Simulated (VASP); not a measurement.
Wanted: the native input for a VASP 6.6.1 run.

```yaml
Task: single point
Functional: PBE
Potentials_or_basis: VASP PAW PBE potentials, release 64 (Ge_d)
Cutoff: 520 eV
k_mesh: 8 × 8 × 8
Occupations: fermi-dirac, width 0.02 eV
Spin: no spin polarisation
Dipole_correction: no
Further_INCAR_settings: ALGO = Normal; EDIFF = 1e-06; NBANDS = 21
```

The structure of Ge lies in POSCAR:

```
Ge
1.0
    0.0212765513      2.8368735117      2.8368735117
    2.8368735117      0.0212765513      2.8368735117
    2.8581500630      2.8581500630      0.0000000000
Ge
2
Direct
    0.0009270610      0.0009270610     -0.0009270610
    0.2490729390      0.2490729390      0.2509270610
```

This cell differs from its parent crystal: shear xy strain +1.5%.

These files were run (other wordings do the same):

INCAR

```
SYSTEM = Ge
PREC = Accurate
ENCUT = 520
EDIFF = 1E-6
ISMEAR = -1
SIGMA = 0.02
LREAL = .FALSE.
LASPH = .TRUE.
NELM = 100
ALGO = Normal
ISIF = 2
LWAVE = .FALSE.
LCHARG = .TRUE.
GGA = PE
LELF = .TRUE.
LVHAR = .TRUE.
NBANDS = 21
```

KPOINTS

```
regular mesh
0
G
  8 8 8
  0 0 0
```

Potentials or basis: VASP PAW PBE potentials, release 64 (Ge_d).

The run is started by

```bash
$ cat potpaw_PBE.64/Ge_d/POTCAR > POTCAR
$ mpirun -np 1 vasp_std > vasp.out
```

It gave:

The pressure is 3.0 GPa. The largest force is 0.025 eV/Å. The band gap on the k mesh is 0.06 eV, direct.

Caveat: the cell differs from its parent crystal (shear xy strain +1.5%).

It took 2.2 min on 1 thread of Intel Xeon 8259CL (shared host), peak memory 0.21 GiB.
